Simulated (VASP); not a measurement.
# SnSe (Pnma) in VASP: notebook

Aim: see how the results for SnSe move with the level of theory and the settings. Levels: PBE, r2SCAN. Tasks: single point.

All numbers are computed with VASP 6.6.1; they aren't measurements. Logs are shortened: lines on timing, memory, paths and dates and some standing lists are left out, and cuts for length are marked.

### 1 The cell of the first run

The structure is orthorhombic, space group Pnma (No. 62). Conventional cell: a = 11.420 Å, b = 4.190 Å, c = 4.460 Å, α = 90.00°, β = 90.00°, γ = 90.00°. Within 3.6 Å of Sn (site symmetry m) lie 6 Se at 2.69 to 3.51 Å and 2 Sn at 3.60 Å. Se (site symmetry m) has 6 Sn at 2.69 to 3.51 Å within 3.6 Å.

### 2 Single point, PBE

The input, INCAR:

```
SYSTEM = SnSe
  ALGO = Normal
  EDIFF = 1E-6
  ENCUT = 500
  GGA = PE
  GGA_COMPAT = .FALSE.
  ISIF = 2
  ISMEAR = 0
  LASPH = .TRUE.
  LCHARG = .FALSE.
  LREAL = .FALSE.
  LWAVE = .FALSE.
  NBANDS = 50
  NELM = 120
  PREC = Accurate
  SIGMA = 0.01
```

The input, KPOINTS:

```
k-points
0
G
  2 4 3
  0 0 0
```

The input, POSCAR:

```
SnSe
1.0
   11.4200000000      0.0000000000      0.0000000000
    0.0000000000      4.1900000000      0.0000000000
    0.0000000000      0.0000000000      4.4600000000
Sn Se
4 4
Direct
    0.1230000000      0.2500000000      0.0910000000
    0.3770000000      0.7500000000      0.5910000000
    0.6230000000      0.2500000000      0.4090000000
    0.8770000000      0.7500000000      0.9090000000
    0.3570000000      0.2500000000      0.0160000000
    0.1430000000      0.7500000000      0.5160000000
    0.8570000000      0.2500000000      0.4840000000
    0.6430000000      0.7500000000      0.9840000000
```

Potentials or basis: VASP PAW PBE potentials, release 64 (Sn_d, Se).

Started as:

```sh
$ cat potpaw_PBE.64/Sn_d/POTCAR potpaw_PBE.64/Se/POTCAR > POTCAR
$ mpirun -np 1 vasp_std > vasp.out
```

OUTCAR:

```text
SYSTEM = SnSe
   EDIFF = 1E-6
   ENCUT = 500
   GGA = PE
   ISIF = 2
   ISMEAR = 0
   LASPH = .TRUE.
   LREAL = .FALSE.
   NELM = 120
   PREC = Accurate

 ion  position               nearest neighbor table
   1  0.123  0.250  0.091-   5 2.69   6 2.83   6 2.83   4 3.60   4 3.60
   2  0.377  0.750  0.591-   6 2.69   5 2.83   5 2.83   3 3.60   3 3.60
   3  0.623  0.250  0.409-   7 2.69   8 2.83   8 2.83   2 3.60   2 3.60
   4  0.877  0.750  0.909-   8 2.69   7 2.83   7 2.83   1 3.60   1 3.60
   5  0.357  0.250  0.016-   1 2.69   2 2.83   2 2.83
   6  0.143  0.750  0.516-   2 2.69   1 2.83   1 2.83
   7  0.857  0.250  0.484-   3 2.69   4 2.83   4 2.83
   8  0.643  0.750  0.984-   4 2.69   3 2.83   3 2.83

  LATTYP: Found a simple orthorhombic cell.
 ALAT       =     4.1900000000
 B/A-ratio  =     1.0644391408
 C/A-ratio  =     2.7255369928

  Lattice vectors:

 A1 = (   0.0000000000,   4.1900000000,   0.0000000000)
 A2 = (   0.0000000000,   0.0000000000,   4.4600000000)
 A3 = (  11.4200000000,   0.0000000000,   0.0000000000)

Analysis of symmetry for initial positions (statically):
=====================================================================
 Subroutine PRICEL returns:
 Original cell was already a primitive cell.

 Routine SETGRP: Setting up the symmetry group for a
 simple orthorhombic supercell.

 Subroutine GETGRP returns: Found  8 space group operations
 (whereof  2 operations were pure point group operations)
 out of a pool of  8 trial point group operations.

The static configuration has the point symmetry S_2 .
 The point group associated with its full space group is D_2h.

Analysis of symmetry for dynamics (positions and initial velocities):
=====================================================================
 Subroutine PRICEL returns:
 Original cell was already a primitive cell.

 Routine SETGRP: Setting up the symmetry group for a
 simple orthorhombic supercell.

 Subroutine GETGRP returns: Found  8 space group operations
 (whereof  2 operations were pure point group operations)
 out of a pool of  8 trial point group operations.

The dynamic configuration has the point symmetry S_2 .
 The point group associated with its full space group is D_2h.

 Subroutine INISYM returns: Found  8 space group operations
 (whereof  2 operations are pure point group operations),
 and found     1 'primitive' translations

[... 96 lines left out ...]
   NSW    =      0    number of steps for IOM
   IBRION =     -1    ionic relax: 0-MD 1-quasi-New 2-CG
   NFREE  =      0    steps in history (QN), initial steepest desc. (CG)
   ISIF   =      2    stress and relaxation
   ISYM   =      2    0-nonsym 1-usesym 2-fastsym
   POTIM  = 0.5000    time-step for ionic-motion
   TEBEG  =    0.0;   TEEND  =   0.0 temperature during run
   PSTRESS=    0.0 pullay stress
   NELECT =      80.0000    total number of electrons
   NUPDOWN=      -1.0000    fix difference up-down
   EMIN   =  10.00;   EMAX   =-10.00  energy-range for DOS
   EFERMI =   0.00;   METHOD = LEGACY
   ISMEAR =     0;   SIGMA  =   0.01  broadening in eV -4-tet -1-fermi 0-gaus
   EFERMI_NEDOS =   21; number of points for ismear=-14 and -15
   IALGO  =     38    algorithm
   IMIX   =      4    mixing-type and parameters
     AMIX     =   0.40;   BMIX     =  1.00
     AMIX_MAG =   1.60;   BMIX_MAG =  1.00
  volume/ion in A,a.u.               =      26.68       180.02
  Fermi-wavevector in a.u.,A,eV,Ry     =   1.180411  2.230653 18.957944  1.393370
  Thomas-Fermi vector in A             =   2.316704
   LORBIT       =      0    0 simple, 1 ext, 2 COOP (PROOUT), +10 PAW based schemes
   GGA     = PE    functional components
   LHFCALC =     F    Hartree Fock is set to
   AEXX    =    0.0000 exact exchange contribution
   IVDW    =     0    specifies the selected vdW correction
   LEPSILON=     F    determine dielectric tensor
   LRPA    =     F    only Hartree local field effects (RPA)
 non-spin polarized calculation
 Gauss-broadening in eV      SIGMA  =   0.01
  energy-cutoff  :      500.00
  volume of cell :      213.41
 maximum number of plane-waves:      5448
 NGX is ok and might be reduce to    84
   NGX = 41   NGY = 15   NGZ = 17

 number of electron      79.9999987 magnetization

 Free energy of the ion-electron system (eV)
  ---------------------------------------------------
  ext. energy  EPLUGINS =         0.00000000
  ---------------------------------------------------
  free energy    TOTEN  =       -32.78806477 eV

  energy without entropy =      -32.78806477  energy(sigma->0) =      -32.78806477

 E-fermi :   5.5493     XC(G=0):  -9.7047

 val. band max:        5.4872025563   @ k =   0.0000   0.0000   0.3333
 cond. band min:       6.2612736749   @ k =   0.0000   0.0000   0.0000
 fundamental gap:      0.7740711186
 Fermi energy:         5.5492717390

 k-point     1 :       0.0000    0.0000    0.0000
  band No.  band energies     occupation
      1     -15.8910      2.00000
      2     -15.8826      2.00000
      3     -15.8786      2.00000
      4     -15.8775      2.00000
      5     -15.8768      2.00000
      6     -15.8734      2.00000
[... 625 lines left out ...]
     49      10.9811      0.00000
     50      10.9811      0.00000

------------------------ aborting loop because EDIFF is reached ----------------------------------------

  FORCE on cell =-STRESS in cart. coord.  units (eV):
  Direction    XX          YY          ZZ          XY          YZ          ZX
  --------------------------------------------------------------------------------------
  -------------------------------------------------------------------------------------
  Total        6.7490146      1.7394393      1.2032481      0.0000000     -0.0000000      0.0000000
  in kB       50.6682567     13.0588485      9.0333901      0.0000000     -0.0000000      0.0000000
  external PRESSURE =      24.2534984 kB  Pullay stress =       0.0000000 kB

 VOLUME and BASIS-vectors are now :
 -----------------------------------------------------------------------------
  energy-cutoff  :      500.00
  volume of cell :      213.41
      direct lattice vectors                 reciprocal lattice vectors
    11.420000000  0.000000000  0.000000000     0.087565674  0.000000000  0.000000000
     0.000000000  4.190000000  0.000000000     0.000000000  0.238663484  0.000000000
     0.000000000  0.000000000  4.460000000     0.000000000  0.000000000  0.224215247

 POSITION                                       TOTAL-FORCE (eV/Angst)
 -----------------------------------------------------------------------------------
      1.40466      1.04750      0.40586        -0.342060     -0.000000      0.030783
      4.30534      3.14250      2.63586         0.342060      0.000000      0.030783
      7.11466      1.04750      1.82414        -0.342060      0.000000     -0.030783
     10.01534      3.14250      4.05414         0.342060      0.000000     -0.030783
      4.07694      1.04750      0.07136         0.382063      0.000000     -0.048414
      1.63306      3.14250      2.30136        -0.382063     -0.000000     -0.048414
      9.78694      1.04750      2.15864         0.382063      0.000000      0.048414
      7.34306      3.14250      4.38864        -0.382063     -0.000000      0.048414
 -----------------------------------------------------------------------------------
    total drift:                                0.000000      0.000000     -0.000000

  FREE ENERGIE OF THE ION-ELECTRON SYSTEM (eV)
  ---------------------------------------------------
  free  energy   TOTEN  =       -32.7880647692 eV

  energy  without entropy=      -32.7880647692  energy(sigma->0) =      -32.78806477
```

OSZICAR:

```text
N       E                     dE             d eps       ncg     rms          rms(c)
DAV:   1     0.864831539131E+03    0.86483E+03   -0.35803E+04  1282   0.202E+03
DAV:   2     0.119049023906E+03   -0.74578E+03   -0.71966E+03  1200   0.583E+02
DAV:   3    -0.232516248789E+02   -0.14230E+03   -0.13482E+03  1416   0.202E+02
DAV:   4    -0.332072989832E+02   -0.99557E+01   -0.97752E+01  1430   0.541E+01
DAV:   5    -0.335296835246E+02   -0.32238E+00   -0.32144E+00  1412   0.105E+01    0.663E+00
DAV:   6    -0.327976055225E+02    0.73208E+00   -0.12450E+00  1636   0.566E+00    0.414E+00
DAV:   7    -0.327920049492E+02    0.56006E-02   -0.62133E-01  1602   0.278E+00    0.152E+00
DAV:   8    -0.327877069374E+02    0.42980E-02   -0.66389E-02  1550   0.164E+00    0.362E-01
DAV:   9    -0.327879418474E+02   -0.23491E-03   -0.87410E-03  1504   0.609E-01    0.110E-01
DAV:  10    -0.327880131863E+02   -0.71339E-04   -0.88413E-04  1492   0.156E-01    0.598E-02
DAV:  11    -0.327880824909E+02   -0.69305E-04   -0.30008E-04  1576   0.960E-02    0.241E-02
DAV:  12    -0.327880643607E+02    0.18130E-04   -0.44951E-05  1460   0.367E-02    0.877E-03
DAV:  13    -0.327880647692E+02   -0.40854E-06   -0.85526E-06  1134   0.100E-02
   1 F= -.32788065E+02 E0= -.32788065E+02  d E =-.872341E-20
```

It took 3.3 min on 1 thread of Intel Xeon 8259CL, shared host; peak memory 0.34 GiB.

What came out:

* Free energy: -32.7881 eV
* Pressure: 2.4 GPa
* Largest force: 0.385 eV/Å
* Band gap on the k mesh: 0.77 eV (least direct gap 0.91 eV)

Forces on the atoms (eV/Å):
```
Sn  -0.342  0.000  0.031
Sn   0.342  0.000  0.031
Sn  -0.342  0.000 -0.031
Sn   0.342  0.000 -0.031
Se   0.382  0.000 -0.048
Se  -0.382  0.000 -0.048
Se   0.382  0.000  0.048
Se  -0.382  0.000  0.048
```

Caveat: the k points lie up to 0.47 Å⁻¹ apart; semilocal functionals underestimate gaps, and a narrow one can read as zero; spin-orbit coupling is left out, which moves the levels of the heavy elements.

### 3 Single point, r2SCAN

POSCAR is that of step 2.

The input, INCAR.step1:

```
SYSTEM = SnSe
PREC = Accurate
ENCUT = 550
ISMEAR = 0
SIGMA = 0.01
LREAL = .False.
LASPH = .True.
NELM = 120
NBANDS = 50
GGA = PE
ALGO = Normal
EDIFF = 1E-5
LWAVE = .True.
LCHARG = .False.
GGA_COMPAT = .False.
```

The input, INCAR.step2:

```
SYSTEM = SnSe
PREC = Accurate
ENCUT = 550
EDIFF = 1E-6
ISMEAR = 0
SIGMA = 0.01
LREAL = .False.
LASPH = .True.
NELM = 120
ALGO = Normal
ISIF = 2
LWAVE = .False.
LCHARG = .False.
METAGGA = R2SCAN
LMIXTAU = .True.
NBANDS = 50
ISTART = 1
GGA_COMPAT = .False.
```

The input, KPOINTS:

```
Automatic mesh
0
Gamma
  2 4 3
  0 0 0
```

Potentials or basis: VASP PAW PBE potentials, release 64 (Sn_d, Se).

Started as:

```sh
$ cat potpaw_PBE.64/Sn_d/POTCAR potpaw_PBE.64/Se/POTCAR > POTCAR
$ cp INCAR.step1 INCAR
$ mpirun -np 1 vasp_std > vasp.out
$ cp INCAR.step2 INCAR
$ mpirun -np 1 vasp_std > vasp.out
```

OUTCAR:

```text
SYSTEM = SnSe
   PREC = Accurate
   ENCUT = 550
   EDIFF = 1E-6
   ISMEAR = 0
   LREAL = .False.
   LASPH = .True.
   NELM = 120
   ISIF = 2
   METAGGA = R2SCAN
   ISTART = 1

 ion  position               nearest neighbor table
   1  0.123  0.250  0.091-   5 2.69   6 2.83   6 2.83   4 3.60   4 3.60
   2  0.377  0.750  0.591-   6 2.69   5 2.83   5 2.83   3 3.60   3 3.60
   3  0.623  0.250  0.409-   7 2.69   8 2.83   8 2.83   2 3.60   2 3.60
   4  0.877  0.750  0.909-   8 2.69   7 2.83   7 2.83   1 3.60   1 3.60
   5  0.357  0.250  0.016-   1 2.69   2 2.83   2 2.83
   6  0.143  0.750  0.516-   2 2.69   1 2.83   1 2.83
[... 839 lines left out ...]
  Total        4.9846772      0.2115787      0.1890828      0.0000000      0.0000000      0.0000000
  in kB       37.4224859      1.5884283      1.4195398      0.0000000      0.0000000      0.0000000
  external PRESSURE =      13.4768180 kB  Pullay stress =       0.0000000 kB

 VOLUME and BASIS-vectors are now :
 -----------------------------------------------------------------------------
  energy-cutoff  :      550.00
  volume of cell :      213.41
      direct lattice vectors                 reciprocal lattice vectors
    11.420000000  0.000000000  0.000000000     0.087565674  0.000000000  0.000000000
     0.000000000  4.190000000  0.000000000     0.000000000  0.238663484  0.000000000
     0.000000000  0.000000000  4.460000000     0.000000000  0.000000000  0.224215247

 POSITION                                       TOTAL-FORCE (eV/Angst)
 -----------------------------------------------------------------------------------
      1.40466      1.04750      0.40586        -0.167212     -0.000000      0.159069
      4.30534      3.14250      2.63586         0.167212      0.000000      0.159069
      7.11466      1.04750      1.82414        -0.167212      0.000000     -0.159069
     10.01534      3.14250      4.05414         0.167212     -0.000000     -0.159069
      4.07694      1.04750      0.07136         0.174200     -0.000000     -0.186469
      1.63306      3.14250      2.30136        -0.174200     -0.000000     -0.186469
      9.78694      1.04750      2.15864         0.174200     -0.000000      0.186469
      7.34306      3.14250      4.38864        -0.174200     -0.000000      0.186469
 -----------------------------------------------------------------------------------
    total drift:                                0.000000     -0.000000      0.000000

  FREE ENERGIE OF THE ION-ELECTRON SYSTEM (eV)
  ---------------------------------------------------
  free  energy   TOTEN  =      -159.7458095795 eV

  energy  without entropy=     -159.7458095795  energy(sigma->0) =     -159.74580958
```

Wall time 17 min (1 thread of Intel Xeon 8259CL, shared host); peak memory 0.41 GiB.

Results:

```
Free energy            : -159.7458 eV
Pressure               : 1.3 GPa
Largest force          : 0.255 eV/Å
Band gap on the k mesh : 1.00 eV (least direct gap 1.20 eV)
```

Forces in eV/Å, atoms in the order of the input:
```
Sn  -0.167  0.000  0.159
Sn   0.167  0.000  0.159
Sn  -0.167  0.000 -0.159
Sn   0.167  0.000 -0.159
Se   0.174  0.000 -0.186
Se  -0.174  0.000 -0.186
Se   0.174  0.000  0.186
Se  -0.174  0.000  0.186
```

Levels at points of the mesh, in eV from the valence-band top:
| k point | band 38 | band 39 | band 40 | band 41 | band 42 | band 43 |
| --- | --- | --- | --- | --- | --- | --- |
| (0.00, 0.00, 0.00) | -1.25 | -0.85 | -0.61 | 1.00 | 3.26 | 3.36 |
| (0.50, 0.00, 0.00) | -2.00 | -0.70 | -0.70 | 2.93 | 2.93 | 3.10 |
| (0.00, 0.50, 0.00) | -1.04 | -0.80 | -0.80 | 1.15 | 1.15 | 1.68 |
| (0.50, 0.50, 0.00) | -1.03 | -1.03 | -1.03 | 1.64 | 1.64 | 1.64 |

Caveat: the k points lie up to 0.47 Å⁻¹ apart; the PAW data sets were made with another functional, which shifts forces and pressure a little; spin-orbit coupling is left out, which moves the levels of the heavy elements. A k mesh can miss the band edges.
